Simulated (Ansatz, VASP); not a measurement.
# One calculation of TaN, two programs

```
Ta N
1.0
     2.78307    0.00000    0.00000
    -1.39154    2.41021    0.00000
     0.00000    0.00000    2.73097
Ta N
1 1
Direct
  0.33333 0.66667 0.50000
  0.00000 0.00000 0.00000
```

Change from the starting cell: volume scaled by 0.85, PAW files.

Alike in both runs: task electric field gradients; functional r2SCAN; k mesh 11 × 11 × 10; occupations fermi-dirac, width 0.03 eV; no spin polarisation.

```csv
,VASP,Ansatz
version,VASP 6.6.1,Ansatz 0.2.0
potentials or method,"VASP PAW PBE potentials, release 64 (Ta_pv, N)","PAW with Ansatz's default frozen-core files, scalar-relativistic"
plane-wave cutoff (eV),520,500
valence electrons in the cell,16,18
```

VASP gave:

| Property | Result |
| --- | --- |
| pressure (GPa) | 85.7 |
| traceless stress, the component that is largest in VASP (GPa) | 7.07 |
| size of Vzz on the site where it differs most (V/Å²) | 19.2 |

What did Ansatz give for the same quantities?

Pressure (GPa): 82.4; traceless stress, the component that is largest in VASP (GPa): 6.74; size of Vzz on the site where it differs most (V/Å²): 15.0.

VASP's potentials were made for PBE, not for r2SCAN. Both programs put the cell under a high pressure, so it lies far from rest at this level. The functional is the same, so the differences come from potentials, cutoffs and numerics. VASP's potentials hold 16 valence electrons a cell and Ansatz's 18, so a difference there can come from the potentials and not from the codes.

Neither program's run includes spin-orbit coupling. Noted on VASP's run: the cell as given lies far from equilibrium.
